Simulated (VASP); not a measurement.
# Li2BrCl (R-3m) in VASP: notebook

Li2BrCl is run at these levels: PBE, HSE06; tasks: single point.

All numbers are computed with VASP 6.6.1; they aren't measurements. Logs are shortened: lines on timing, memory, paths and dates and some standing lists are left out, and cuts for length are marked.

## Step 1: The cell of the first run

It takes space group R-3m (No. 166, trigonal). The conventional cell has a = 3.752 Å, b = 3.752 Å, c = 18.349 Å, α = 90.00°, β = 90.00°, γ = 120.00°. Cl (site symmetry -3m) has 6 Li at 2.61 Å within 3.4 Å. Within 3.6 Å of Br (site symmetry -3m) lie 6 Li at 2.70 Å. Within 3.4 Å of Li (site symmetry 3m) lie 3 Cl at 2.61 Å and 3 Br at 2.70 Å.

## Step 2: Single point, PBE, non-collinear spin, zero start, spin-orbit coupling

INCAR reads:

```
SYSTEM = Li2BrCl
PREC = Accurate
ENCUT = 520
EDIFF = 1E-7
ISMEAR = 0
SIGMA = 0.01
LREAL = .False.
LASPH = .True.
NELM = 150
ALGO = Normal
ISIF = 2
LWAVE = .False.
LCHARG = .False.
MAGMOM = 0 0 0 0 0 0 0 0 0 0 0 0
LORBIT = 11
LSORBIT = .True.
GGA_COMPAT = .False.
LORBMOM = .True.
GGA = PE
NBANDS = 34
```

KPOINTS reads:

```
regular mesh
0
Gamma
  6 6 6
  0 0 0
```

POSCAR reads:

```
Li2BrCl
1.0
    1.8760659207      1.0831471643      6.1164156592
   -1.8760659207      1.0831471643      6.1164156592
    0.0000000000     -2.1662943287      6.1164156592
Cl Br Li
1 1 2
Direct
    1.0000000000      0.0000000000      0.0000000000
    0.5000000000      0.5000000000      0.5000000000
    0.2543610294      0.2543610294      0.2543610294
    0.7456389706      0.7456389706      0.7456389706
```

Potentials or basis: VASP PAW PBE potentials, release 64 (Cl, Br, Li_sv).

Launch:

```
$ cat potpaw_PBE.64/Cl/POTCAR potpaw_PBE.64/Br/POTCAR potpaw_PBE.64/Li_sv/POTCAR > POTCAR
$ mpirun -np 1 vasp_ncl > vasp.out
```

OUTCAR:

```text
SYSTEM = Li2BrCl
   PREC = Accurate
   ENCUT = 520
   EDIFF = 1E-7
   ISMEAR = 0
   LREAL = .False.
   LASPH = .True.
   NELM = 150
   ISIF = 2
   LORBIT = 11
   LSORBIT = .True.
   GGA = PE

 ion  position               nearest neighbor table
   1  0.000  0.000  0.000-   4 2.61   4 2.61   3 2.61   3 2.61   4 2.61   3 2.61
   2  0.500  0.500  0.500-   3 2.70   3 2.70   4 2.70   4 2.70   3 2.70   4 2.70
   3  0.254  0.254  0.254-   1 2.61   1 2.61   1 2.61   2 2.70   2 2.70   2 2.70
   4  0.746  0.746  0.746-   1 2.61   1 2.61   1 2.61   2 2.70   2 2.70   2 2.70

  LATTYP: Found a trigonal (rhomboedric) cell.
 ALAT       =     6.4887110919
 COS(alpha) =     0.8328103806

  Lattice vectors:

 A1 = (   1.8760659207,   1.0831471643,   6.1164156592)
 A2 = (  -1.8760659207,   1.0831471643,   6.1164156592)
 A3 = (   0.0000000000,  -2.1662943287,   6.1164156592)

Analysis of symmetry for initial positions (statically):
=====================================================================
 Subroutine PRICEL returns:
 Original cell was already a primitive cell.

 Routine SETGRP: Setting up the symmetry group for a
 trigonal (rhombohedral) supercell.

 Subroutine GETGRP returns: Found 12 space group operations
 (whereof 12 operations were pure point group operations)
 out of a pool of 12 trial point group operations.

The static configuration has the point symmetry D_3d.

Analysis of symmetry for dynamics (positions and initial velocities):
=====================================================================
 Subroutine PRICEL returns:
 Original cell was already a primitive cell.

 Routine SETGRP: Setting up the symmetry group for a
 trigonal (rhombohedral) supercell.

 Subroutine GETGRP returns: Found 12 space group operations
 (whereof 12 operations were pure point group operations)
 out of a pool of 12 trial point group operations.

The dynamic configuration has the point symmetry D_3d.

Analysis of structural, dynamic, and magnetic symmetry:
=====================================================================
 Subroutine PRICEL returns:
 Original cell was already a primitive cell.

 Routine SETGRP: Setting up the symmetry group for a
 trigonal (rhombohedral) supercell.

 Subroutine GETGRP returns: Found 12 space group operations
 (whereof 12 operations were pure point group operations)
 out of a pool of 12 trial point group operations.

The overall configuration has the point symmetry D_3d.

 Subroutine INISYM returns: Found 12 space group operations
 (whereof 12 operations are pure point group operations),
 and found     1 'primitive' translations

----------------------------------------------------------------------------------------

                                     Primitive cell

  volume of cell :      74.5734

  direct lattice vectors                    reciprocal lattice vectors
     1.876065921  1.083147164  6.116415659     0.266515155  0.153872597  0.054498149
    -1.876065921  1.083147164  6.116415659    -0.266515155  0.153872597  0.054498149
     0.000000000 -2.166294329  6.116415659     0.000000000 -0.307745193  0.054498149

  length of vectors
     6.488711092  6.488711092  6.488711092     0.312533442  0.312533442  0.312533442

  position of ions in fractional coordinates (direct lattice)
     0.000000000  0.000000000  0.000000000
     0.500000000  0.500000000  0.500000000
     0.254361029  0.254361029  0.254361029
     0.745638971  0.745638971  0.745638971

  ion indices of the primitive-cell ions
   primitive index   ion index
                 1           1
                 2           2
                 3           3
                 4           4

----------------------------------------------------------------------------------------

 KPOINTS: regular mesh

Automatic generation of k-mesh.
 Grid dimensions read from file:
 generate k-points for:    6    6    6

 Generating k-lattice:
[... 107 lines left out ...]
  ext. energy  EPLUGINS =         0.00000000
  ---------------------------------------------------
  free energy    TOTEN  =       -14.01466681 eV

  energy without entropy =      -14.01466681  energy(sigma->0) =      -14.01466681

 E-fermi :   1.3017     XC(G=0):  -8.6066

 val. band max:        1.1342805460   @ k =   0.0000   0.0000   0.0000
 cond. band min:       6.0528911089   @ k =   0.0000   0.0000   0.0000
 fundamental gap:      4.9186105630
 Fermi energy:         1.3016924024

 k-point     1 :       0.0000    0.0000    0.0000
  band No.  band energies     occupation
      1     -43.4923      1.00000
      2     -43.4923      1.00000
      3     -43.4905      1.00000
      4     -43.4905      1.00000
      5     -13.0331      1.00000
      6     -13.0331      1.00000
[... 829 lines left out ...]
     31      11.0427      0.00000
     32      11.0427      0.00000

 [... further k-points ...]

 [bands above 32 left out]

------------------------ aborting loop because EDIFF is reached ----------------------------------------

  FORCE on cell =-STRESS in cart. coord.  units (eV):
  Direction    XX          YY          ZZ          XY          YZ          ZX
  --------------------------------------------------------------------------------------
  -------------------------------------------------------------------------------------
  Total        0.2341065      0.2341065      0.2428601     -0.0000000     -0.0000000      0.0000000
  in kB        5.0296785      5.0296785      5.2177469     -0.0000000     -0.0000000      0.0000000
  external PRESSURE =       5.0923680 kB  Pullay stress =       0.0000000 kB

 VOLUME and BASIS-vectors are now :
 -----------------------------------------------------------------------------
  energy-cutoff  :      520.00
  volume of cell :       74.57
      direct lattice vectors                 reciprocal lattice vectors
     1.876065921  1.083147164  6.116415659     0.266515155  0.153872597  0.054498149
    -1.876065921  1.083147164  6.116415659    -0.266515155  0.153872597  0.054498149
     0.000000000 -2.166294329  6.116415659     0.000000000 -0.307745193  0.054498149

 POSITION                                       TOTAL-FORCE (eV/Angst)
 -----------------------------------------------------------------------------------
      0.00000      0.00000      0.00000        -0.000000      0.000000      0.000000
      0.00000     -0.00000      9.17462         0.000000      0.000000     -0.000000
      0.00000     -0.00000      4.66733        -0.000000     -0.000000      0.006176
      0.00000     -0.00000     13.68191        -0.000000      0.000000     -0.006176
 -----------------------------------------------------------------------------------
    total drift:                                0.000000      0.000000      0.000000

  FREE ENERGIE OF THE ION-ELECTRON SYSTEM (eV)
  ---------------------------------------------------
  free  energy   TOTEN  =       -14.0146668088 eV

  energy  without entropy=      -14.0146668088  energy(sigma->0) =      -14.01466681

 orbital moment (x)

 # of ion     p       d       tot
 ----------------------------------------
  1         0.000   0.000   0.000
  2        -0.000  -0.000  -0.000
  3        -0.000   0.000  -0.000
  4        -0.000   0.000  -0.000
 ----------------------------------------
           -0.000  -0.000  -0.000

 orbital moment (y)

 # of ion     p       d       tot
 ----------------------------------------
  1         0.000   0.000   0.000
  2         0.000   0.000   0.000
  3        -0.000   0.000  -0.000
  4         0.000   0.000   0.000
 ----------------------------------------
            0.000   0.000   0.000

 orbital moment (z)

 # of ion     p       d       tot
 ----------------------------------------
  1         0.000   0.000   0.000
  2         0.000  -0.000  -0.000
  3        -0.000   0.000  -0.000
  4         0.000   0.000   0.000
 ----------------------------------------
           -0.000  -0.000  -0.000

 Spin-Orbit-Coupling matrix elements

 Ion:    1  E_soc:     -0.0028344
 l=   1
     0.0000000    -0.0004746    -0.0004679
    -0.0004746     0.0000000    -0.0004746
    -0.0004679    -0.0004746     0.0000000
 l=   2
     0.0000000     0.0000000     0.0000000     0.0000000     0.0000000
     0.0000000     0.0000000     0.0000000     0.0000000     0.0000000
     0.0000000     0.0000000     0.0000000     0.0000000     0.0000000
     0.0000000     0.0000000     0.0000000     0.0000000     0.0000000
     0.0000000     0.0000000     0.0000000     0.0000000     0.0000000
 l=   3
     0.0000000     0.0000000     0.0000000     0.0000000     0.0000000     0.0000000     0.0000000
     0.0000000     0.0000000     0.0000000     0.0000000     0.0000000     0.0000000     0.0000000
     0.0000000     0.0000000     0.0000000     0.0000000     0.0000000     0.0000000     0.0000000
     0.0000000     0.0000000     0.0000000     0.0000000     0.0000000     0.0000000     0.0000000
[... 49 lines left out ...]
 l=   2
     0.0000000     0.0000000     0.0000000     0.0000000     0.0000000
     0.0000000     0.0000000     0.0000000     0.0000000     0.0000000
     0.0000000     0.0000000     0.0000000     0.0000000     0.0000000
     0.0000000     0.0000000     0.0000000     0.0000000     0.0000000
     0.0000000     0.0000000     0.0000000     0.0000000     0.0000000
 l=   3
     0.0000000     0.0000000     0.0000000     0.0000000     0.0000000     0.0000000     0.0000000
     0.0000000     0.0000000     0.0000000     0.0000000     0.0000000     0.0000000     0.0000000
     0.0000000     0.0000000     0.0000000     0.0000000     0.0000000     0.0000000     0.0000000
     0.0000000     0.0000000     0.0000000     0.0000000     0.0000000     0.0000000     0.0000000
     0.0000000     0.0000000     0.0000000     0.0000000     0.0000000     0.0000000     0.0000000
     0.0000000     0.0000000     0.0000000     0.0000000     0.0000000     0.0000000     0.0000000
     0.0000000     0.0000000     0.0000000     0.0000000     0.0000000     0.0000000     0.0000000

 total charge

# of ion       s       p       d       tot
------------------------------------------
    1        1.590   3.579   0.000   5.169
    2        1.602   3.326   0.006   4.934
    3        2.006   0.033   0.000   2.039
    4        2.006   0.033   0.000   2.039
--------------------------------------------------
tot          7.203   6.972   0.006  14.181

 magnetization (x)

# of ion       s       p       d       tot
------------------------------------------
    1        0.000   0.000   0.000   0.000
    2        0.000   0.000  -0.000   0.000
    3        0.000   0.000   0.000   0.000
    4        0.000   0.000   0.000   0.000
--------------------------------------------------
tot          0.000   0.000  -0.000   0.000

 magnetization (y)

# of ion       s       p       d       tot
------------------------------------------
    1        0.000  -0.000   0.000  -0.000
    2       -0.000   0.000  -0.000  -0.000
    3        0.000   0.000   0.000   0.000
    4        0.000   0.000   0.000   0.000
--------------------------------------------------
tot          0.000   0.000  -0.000   0.000

 magnetization (z)

# of ion       s       p       d       tot
------------------------------------------
    1        0.000   0.000   0.000   0.000
    2        0.000   0.000   0.000   0.000
    3        0.000   0.000   0.000   0.000
    4        0.000   0.000   0.000   0.000
--------------------------------------------------
tot          0.000   0.000   0.000   0.000
```

Run time: 9.7 min. Hardware: 1 thread of Oxide Virtual Turin-like, shared host; peak memory 0.71 GiB.

What came out:

* Free energy: -14.0147 eV
* Largest force: 0.006 eV/Å
* Net moment: 0.00 μB per cell
* Valence electrons inside the program's atomic spheres: Cl 5.17; Br 4.93; Li 2.04

Forces on the atoms (eV/Å):
```
Cl   0.000  0.000  0.000
Br   0.000  0.000  0.000
Li   0.000  0.000  0.006
Li   0.000  0.000 -0.006
```

Moments on the atoms (μB; x, y, z):
```
Cl  0.00 0.00 0.00
Br  0.00 0.00 0.00
Li  0.00 0.00 0.00
Li  0.00 0.00 0.00
```

Caveat: the cutoff is under 1.25 times the usual one of these potentials, so pressure, stress and relaxed cells hold a basis-set (Pulay) error.

## Step 3: Single point, HSE06

POSCAR is that of step 2.

INCAR.step1 reads:

```
ALGO = Normal
EDIFF = 1E-5
ENCUT = 520
GGA = PE
ISIF = 2
ISMEAR = 0
LASPH = True
LCHARG = False
LREAL = False
LWAVE = True
NBANDS = 18
NELM = 80
PREC = Accurate
SIGMA = 0.01
```

INCAR.step2 reads:

```
ALGO = Normal
EDIFF = 1E-6
ENCUT = 520
GGA = PE
HFSCREEN = 0.2079
ISIF = 2
ISMEAR = 0
ISTART = 1
LASPH = True
LCHARG = False
LHFCALC = True
LREAL = False
LWAVE = False
NBANDS = 18
NELM = 80
PREC = Accurate
PRECFOCK = Normal
SIGMA = 0.01
```

KPOINTS reads:

```
k-points
0
Gamma
  4 4 4
```

Potentials or basis: VASP PAW PBE potentials, release 64 (Cl, Br, Li_sv).

Launch:

```
$ cat potpaw_PBE.64/Cl/POTCAR potpaw_PBE.64/Br/POTCAR potpaw_PBE.64/Li_sv/POTCAR > POTCAR
$ cp INCAR.step1 INCAR
$ mpirun -np 1 vasp_std > vasp.out
$ cp INCAR.step2 INCAR
$ mpirun -np 1 vasp_std > vasp.out
```

Run time: 61 min. Hardware: 1 thread of Oxide Virtual Turin-like, shared host; peak memory 0.42 GiB.

Results (log left out):

| Item | Value |
| --- | --- |
| Free energy | -16.0138 eV |
| Largest force | 0.003 eV/Å |
| Band gap on the k mesh | 6.33 eV |

Forces in eV/Å, atoms in the order of the input:
```
Cl   0.000  0.000  0.000
Br   0.000  0.000  0.000
Li   0.000  0.000 -0.003
Li   0.000  0.000  0.003
```

Levels at points of the mesh, in eV from the valence-band top:
```tsv
k point	band 6	band 7	band 8	band 9	band 10	band 11	band 12	band 13	band 14	band 15
(0.00, 0.00, 0.00)	-1.33	-1.33	-0.52	0.00	0.00	6.33	7.00	9.64	9.64	12.09
(0.50, 0.00, 0.00)	-3.05	-2.29	-1.85	-1.61	-0.79	8.16	8.37	9.45	10.30	10.81
(0.50, 0.50, 0.00)	-3.57	-1.99	-1.79	-0.74	-0.57	6.91	7.78	8.37	9.66	9.74
(0.50, 0.50, 0.50)	-2.06	-1.32	-1.32	-0.03	-0.03	7.23	7.53	10.74	10.74	10.93
```

Caveat: the k points lie up to 0.49 Å⁻¹ apart; the cutoff is under 1.25 times the usual one of these potentials, so pressure, stress and relaxed cells hold a basis-set (Pulay) error; the PAW data sets were made with another functional, which shifts forces and pressure a little. A k mesh can miss the band edges.
